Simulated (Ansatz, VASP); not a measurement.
**Two plane-wave programs on VPt**

```
CELL_PARAMETERS angstrom
2.65488 0.00000 0.00000
0.00000 2.65488 0.00000
0.00000 0.00000 3.83081
ATOMIC_POSITIONS crystal
V 0.50000 0.50000 0.50000
Pt 0.00000 0.00000 0.00000
```

Alike in both runs: task electric field gradients; functional LDA; k mesh 16 × 16 × 12; occupations fermi-dirac, width 0.15 eV; no spin polarisation.

|  | VASP | Ansatz |
| --- | --- | --- |
| version | VASP 6.6.1 | Ansatz 0.2.0 |
| potentials or method | VASP PAW LDA potentials, release 64 (V_sv, Pt), cutoff 520 eV | scalar-relativistic, plane waves, PAW |
| valence electrons in the cell | 23 | 31 |

|  | VASP | Ansatz | Ansatz less VASP |
| --- | --- | --- | --- |
| gap on the k mesh at the Fermi level (eV) | none | none | - |
| pressure (GPa) | 0.8 | 0.0 | -0.80 |
| size of Vzz on the site where it differs most (V/Å²) | 5.0 | 36.1 | +31.09 |

LDA's correlation is that of Perdew and Zunger in VASP and of Perdew and Wang (1992) in Ansatz. A gap of «none» marks a metal or a gap that the smearing closes. VASP's potentials hold 23 valence electrons a cell and Ansatz's 31, so a difference there can come from the potentials and not from the codes.

Spin-orbit coupling is off throughout.
